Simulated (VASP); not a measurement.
# Tl12H (a cell with a defect) in VASP: single point with PBE

Aim: the single point of Tl12H (a cell with a defect) with PBE.

Everything below comes from runs of VASP 6.6.1. Logs are shortened: lines on timing, memory, paths and dates and some standing lists are left out, and cuts for length are marked.

### Step 1. The cell of the first run

The cell holds a defect, 13 atoms: a = 6.920 Å, b = 10.380 Å, c = 5.533 Å, α = 90.00°, β = 90.00°, γ = 120.00°.

### Step 2. Single point, PBE

INCAR

```
SYSTEM = Tl12H
PREC = Accurate ; ENCUT = 520
EDIFF = 1E-6 ; ISMEAR = -1
SIGMA = 0.1 ; LREAL = .False.
LASPH = .True. ; NELM = 100
ALGO = Normal ; ISIF = 2
LWAVE = .False. ; LCHARG = .False.
GGA = PE ; NBANDS = 90
```

KPOINTS

```
Automatic mesh
0
Gamma
  2 2 3
  0 0 0
```

POSCAR

```
Tl12H
1.0
    6.9200000000      0.0000000000      0.0000000000
   -5.1900000000      8.9893440000      0.0000000000
    0.0000000000      0.0000000000      5.5325400000
Tl H
12 1
Direct
   -0.0146502220     -0.0011496865     -0.0080368760
    0.2010651469      0.2497126165      0.4881513425
   -0.0092294227      0.3304737751     -0.0112730949
    0.1624533080      0.5497170746      0.4911725246
   -0.0025200706      0.6675816157     -0.0061533425
    0.1766225878      0.8859737161      0.4919883786
    0.4906634745     -0.0005165477     -0.0095325877
    0.6670231034      0.2138318202      0.4891128546
    0.4949237104      0.3292259652     -0.0109126477
    0.6877908232      0.5611163615      0.4933860718
    0.4907006631      0.6574441868     -0.0090672572
    0.6461291464      0.8731973544      0.4901684761
    0.0053210516      0.0183078482      0.4859861579
```

Potentials or basis: VASP PAW PBE potentials, release 64 (Tl_d, H).

Started as:

```sh
$ cat potpaw_PBE.64/Tl_d/POTCAR potpaw_PBE.64/H/POTCAR > POTCAR
$ mpirun -np 1 vasp_std > vasp.out
```

OUTCAR:

```text
SYSTEM = Tl12H
   PREC = Accurate
   ENCUT = 520
   EDIFF = 1E-6
   ISMEAR = -1
   LREAL = .False.
   LASPH = .True.
   NELM = 100
   ISIF = 2
   GGA = PE

 ion  position               nearest neighbor table
   1  0.985  0.999  0.992-   3 3.42   7 3.43  12 3.43  12 3.44   9 3.48   5 3.48  11 3.48   7 3.49
                             6 3.51   6 3.51   2 3.56   2 3.59
   2  0.201  0.250  0.488-  13 2.09   4 3.26   9 3.28   9 3.29  10 3.30   3 3.42   3 3.42   8 3.43
                             8 3.52   1 3.56   1 3.59   6 3.69  12 3.87
   3  0.991  0.330  0.989-   8 3.38   8 3.38   4 3.39   4 3.41   2 3.42   2 3.42   1 3.42   9 3.42
                            11 3.43   7 3.45   5 3.48   9 3.50
   4  0.162  0.550  0.491-   2 3.26  10 3.35  12 3.35   3 3.39  11 3.39  11 3.40   3 3.41   5 3.43
                             6 3.44   5 3.45   8 3.46  10 3.58
   5  0.997  0.668  0.994-  10 3.33  10 3.33   6 3.39   6 3.40   7 3.43   4 3.43   4 3.45  11 3.46
                            11 3.47   3 3.48   1 3.48   9 3.50
   6  0.177  0.886  0.492-  13 2.22  12 3.32   7 3.34   7 3.35  10 3.38   5 3.39   8 3.40   5 3.40
                             4 3.44   1 3.51   1 3.51  12 3.61   2 3.69
   7  0.491  0.999  0.990-   6 3.34   6 3.35   8 3.37   8 3.38   9 3.41   1 3.43   5 3.43   3 3.45
                            12 3.45  12 3.46   1 3.49  11 3.55
   8  0.667  0.214  0.489-   7 3.37   3 3.38   7 3.38   3 3.38   6 3.40   2 3.43   9 3.45   9 3.45
                             4 3.46  12 3.47   2 3.52  10 3.54
   9  0.495  0.329  0.989-   2 3.28   2 3.29   7 3.41  11 3.42   3 3.42  10 3.45   8 3.45   8 3.45
                             1 3.48  10 3.49   5 3.50   3 3.50
  10  0.688  0.561  0.493-   2 3.30   5 3.33   5 3.33   4 3.35   6 3.38  12 3.39  11 3.44   9 3.45
                            11 3.46   9 3.49   8 3.54   4 3.58
  11  0.491  0.657  0.991-  12 3.38  12 3.38   4 3.39   4 3.40   9 3.42   3 3.43  10 3.44   5 3.46
                            10 3.46   5 3.47   1 3.48   7 3.55
  12  0.646  0.873  0.490-  13 2.17   6 3.32   4 3.35  11 3.38  11 3.38  10 3.39   1 3.43   1 3.44
                             7 3.45   7 3.46   8 3.47   6 3.61   2 3.87
  13  0.005  0.018  0.486-   2 2.09  12 2.17   6 2.22

  LATTYP: Found a simple monoclinic cell.
 ALAT       =     6.9200000000
 B/A-ratio  =     0.7995000000
 C/A-ratio  =     1.3228756993
 COS(beta)  =    -0.1889822302

  Lattice vectors:

 A1 = (   6.9200000000,   0.0000000000,   0.0000000000)
 A2 = (   0.0000000000,   0.0000000000,   5.5325400000)
 A3 = (  -1.7300000000,  -8.9893440000,   0.0000000000)

Analysis of symmetry for initial positions (statically):
=====================================================================
 Subroutine PRICEL returns:
 Original cell was already a primitive cell.

 Routine SETGRP: Setting up the symmetry group for a
 simple monoclinic supercell.

 Subroutine GETGRP returns: Found  1 space group operations
 (whereof  1 operations were pure point group operations)
 out of a pool of  4 trial point group operations.

The static configuration has the point symmetry C_1 .

Analysis of symmetry for dynamics (positions and initial velocities):
=====================================================================
 Subroutine PRICEL returns:
 Original cell was already a primitive cell.

 Routine SETGRP: Setting up the symmetry group for a
 simple monoclinic supercell.

 Subroutine GETGRP returns: Found  1 space group operations
 (whereof  1 operations were pure point group operations)
 out of a pool of  4 trial point group operations.

The dynamic configuration has the point symmetry C_1 .

 Subroutine INISYM returns: Found  1 space group operations
 (whereof  1 operations are pure point group operations),
 and found     1 'primitive' translations

----------------------------------------------------------------------------------------

                                     Primitive cell

  volume of cell :     344.1586

  direct lattice vectors                    reciprocal lattice vectors
     6.920000000  0.000000000  0.000000000     0.144508671  0.083432117  0.000000000
    -5.190000000  8.989344000  0.000000000     0.000000000  0.111242823  0.000000000
     0.000000000  0.000000000  5.532540000     0.000000000  0.000000000  0.180748806

  length of vectors
     6.920000000 10.380000267  5.532540000     0.166864238  0.111242823  0.180748806

  position of ions in fractional coordinates (direct lattice)
     0.985349778  0.998850314  0.991963124
     0.201065147  0.249712616  0.488151342
[... 41 lines left out ...]
     0.000000000  0.000000000  0.060249602     0.000000000  0.000000000  0.333333333

  Length of vectors
     0.083432119  0.055621411  0.060249602

  Shift w.r.t. Gamma in fractional coordinates (k-lattice)
     0.000000000  0.000000000  0.000000000

 Subroutine IBZKPT returns following result:
 ===========================================

 Found      8 irreducible k-points:

 Following reciprocal coordinates:
            Coordinates               Weight
  0.000000  0.000000  0.000000      1.000000
  0.500000 -0.000000  0.000000      1.000000
  0.000000  0.500000  0.000000      1.000000
  0.500000  0.500000  0.000000      1.000000
  0.000000  0.000000  0.333333      2.000000
  0.500000 -0.000000  0.333333      2.000000
  0.000000  0.500000  0.333333      2.000000
  0.500000  0.500000  0.333333      2.000000
   k-points           NKPTS =      8   k-points in BZ     NKDIM =      8   number of bands    NBANDS=     90
   number of dos      NEDOS =    301   number of ions     NIONS =     13
   total plane-waves  NPLWV = 181440
   dimension x,y,z NGX =    54 NGY =   80 NGZ =   42
   dimension x,y,z NGXF=   108 NGYF=  160 NGZF=   84
   ions per type =              12   1
   NGX,Y,Z   is equivalent  to a cutoff of  12.97, 12.81, 12.62 a.u.
   NGXF,Y,Z  is equivalent  to a cutoff of  25.95, 25.63, 25.24 a.u.
 SYSTEM =  Tl12H
   PREC   = accura    normal or accurate (medium, high low for compatibility)
   ISTART =      0    job   : 0-new  1-cont  2-samecut
   ICHARG =      2    charge: 1-file 2-atom 10-const
   ISPIN  =      1    spin polarized calculation?
   LNONCOLLINEAR =      F non collinear calculations
   LSORBIT =      F    spin-orbit coupling
   LASPH  =      T    aspherical Exc in radial PAW
   ENCUT  =  520.0 eV  38.22 Ry    6.18 a.u.  12.87 19.30 10.29*2*pi/ulx,y,z
   NELM   =    100;   NELMIN=  2; NELMDL= -5     # of ELM steps
   EDIFF  = 0.1E-05   stopping-criterion for ELM
   LREAL  =      F    real-space projection
   EDIFFG = 0.1E-04   stopping-criterion for IOM
   NSW    =      0    number of steps for IOM
   IBRION =     -1    ionic relax: 0-MD 1-quasi-New 2-CG
   NFREE  =      0    steps in history (QN), initial steepest desc. (CG)
   ISIF   =      2    stress and relaxation
   ISYM   =      2    0-nonsym 1-usesym 2-fastsym
   POTIM  = 0.5000    time-step for ionic-motion
   TEBEG  =    0.0;   TEEND  =   0.0 temperature during run
   PSTRESS=    0.0 pullay stress
   NELECT =     157.0000    total number of electrons
   NUPDOWN=      -1.0000    fix difference up-down
   EMIN   =  10.00;   EMAX   =-10.00  energy-range for DOS
   EFERMI =   0.00;   METHOD = LEGACY
   ISMEAR =    -1;   SIGMA  =   0.10  broadening in eV -4-tet -1-fermi 0-gaus
   EFERMI_NEDOS =   21; number of points for ismear=-14 and -15
   IALGO  =     38    algorithm
   IMIX   =      4    mixing-type and parameters
     AMIX     =   0.40;   BMIX     =  1.00
     AMIX_MAG =   1.60;   BMIX_MAG =  1.00
  volume/ion in A,a.u.               =      26.47       178.65
  Fermi-wavevector in a.u.,A,eV,Ry     =   1.260246  2.381519 21.609028  1.588219
  Thomas-Fermi vector in A             =   2.393765
   LORBIT       =      0    0 simple, 1 ext, 2 COOP (PROOUT), +10 PAW based schemes
   GGA     = PE    functional components
   LHFCALC =     F    Hartree Fock is set to
   AEXX    =    0.0000 exact exchange contribution
   IVDW    =     0    specifies the selected vdW correction
   LEPSILON=     F    determine dielectric tensor
   LRPA    =     F    only Hartree local field effects (RPA)
 non-spin polarized calculation
  energy-cutoff  :      520.00
  volume of cell :      344.16
 maximum number of plane-waves:      9300
 NGX is ok and might be reduce to    54
   NGX = 25   NGY = 39   NGZ = 21

 number of electron     157.0000003 magnetization

 Free energy of the ion-electron system (eV)
  ---------------------------------------------------
  ext. energy  EPLUGINS =         0.00000000
  ---------------------------------------------------
  free energy    TOTEN  =       -28.56410142 eV

  energy without entropy =      -28.37714622  energy(sigma->0) =      -28.47062382

 E-fermi :   6.6830     XC(G=0): -10.2139

 val. band max:        6.6778511942   @ k =   0.5000   0.5000   0.0000
 cond. band min:       6.7132454386   @ k =   0.5000   0.5000   0.0000
 fundamental gap:      0.0353942445
 Fermi energy:         6.6830178777

 k-point     1 :       0.0000    0.0000    0.0000
  band No.  band energies     occupation
      1      -5.3939      2.00000
      2      -5.3104      2.00000
      3      -5.2893      2.00000
      4      -5.2448      2.00000
      5      -5.2250      2.00000
      6      -5.2059      2.00000
[... 733 lines left out ...]
     89       9.7017      0.00000
     90      10.0519      0.00000

------------------------ aborting loop because EDIFF is reached ----------------------------------------

  FORCE on cell =-STRESS in cart. coord.  units (eV):
  Direction    XX          YY          ZZ          XY          YZ          ZX
  --------------------------------------------------------------------------------------
  -------------------------------------------------------------------------------------
  Total        7.7169714     14.8545425      5.4304783      2.0534921     -0.0101378      0.0060576
  in kB       35.9251685     69.1530285     25.2807532      9.5597152     -0.0471949      0.0282002
  external PRESSURE =      43.4529834 kB  Pullay stress =       0.0000000 kB

 VOLUME and BASIS-vectors are now :
 -----------------------------------------------------------------------------
  energy-cutoff  :      520.00
  volume of cell :      344.16
      direct lattice vectors                 reciprocal lattice vectors
     6.920000000  0.000000000  0.000000000     0.144508671  0.083432117  0.000000000
    -5.190000000  8.989344000  0.000000000     0.000000000  0.111242823  0.000000000
     0.000000000  0.000000000  5.532540000     0.000000000  0.000000000  0.180748806

 POSITION                                       TOTAL-FORCE (eV/Angst)
 -----------------------------------------------------------------------------------
      1.63459      8.97901      5.48808         0.004842      0.010663     -0.024639
      0.09536      2.24475      2.70072        -0.006732     -0.012197      0.014642
      5.14097      2.97074      5.47017        -0.002397     -0.008670      0.003516
     -1.72885      4.94160      2.71743         0.003300      0.002491     -0.000900
      3.43781      6.00112      5.49850        -0.007996     -0.001022     -0.011975
     -3.37598      7.96432      2.72195        -0.010630     -0.013257      0.006373
     -1.79193      8.98470      5.47980        -0.000053      0.017107     -0.000710
      3.50601      1.92221      2.70604         0.012205      0.005723      0.003218
      1.71619      2.95953      5.47217        -0.000744     -0.004505      0.003535
      1.84732      5.04407      2.72968         0.001638      0.013788     -0.011787
     -0.01649      5.90999      5.48238        -0.000274      0.010455      0.003924
     -0.06068      7.84947      2.71188         0.014448     -0.003065      0.009206
     -0.05820      0.16458      2.68874        -0.007609     -0.017510      0.005596
 -----------------------------------------------------------------------------------
    total drift:                               -0.000106      0.000356     -0.001015

  FREE ENERGIE OF THE ION-ELECTRON SYSTEM (eV)
  ---------------------------------------------------
  free  energy   TOTEN  =       -28.5641014152 eV

  energy  without entropy=      -28.3771462225  energy(sigma->0) =      -28.47062382
```

It took 9.1 min on 1 thread of Intel Xeon 8259CL, shared host; peak memory 0.52 GiB.

Results:

* Free energy: -28.5641 eV
* Pressure: 4.3 GPa
* Largest force: 0.027 eV/Å
* Band gap on the k mesh: zero (an odd number of electrons rules out a gap without spin polarisation)

Forces in eV/Å, atoms in the order of the input:
```
Tl   0.005  0.011 -0.025
Tl  -0.007 -0.012  0.015
Tl  -0.002 -0.009  0.004
Tl   0.003  0.002 -0.001
Tl  -0.008 -0.001 -0.012
Tl  -0.011 -0.013  0.006
Tl   0.000  0.017 -0.001
Tl   0.012  0.006  0.003
Tl  -0.001 -0.005  0.004
Tl   0.002  0.014 -0.012
Tl   0.000  0.010  0.004
Tl   0.014 -0.003  0.009
H   -0.008 -0.018  0.006
```

Stress tensor (GPa, compression positive):
```
3.59 0.96 0.00
0.96 6.92 0.00
0.00 0.00 2.53
```

Caveat: the k points lie up to 0.46 Å⁻¹ apart, too coarse for converged energies and pressures of a metal; spin-orbit coupling is left out, which moves the levels of the heavy elements.

The gap in the log of VASP goes by the Fermi energy; the results here count the filled bands.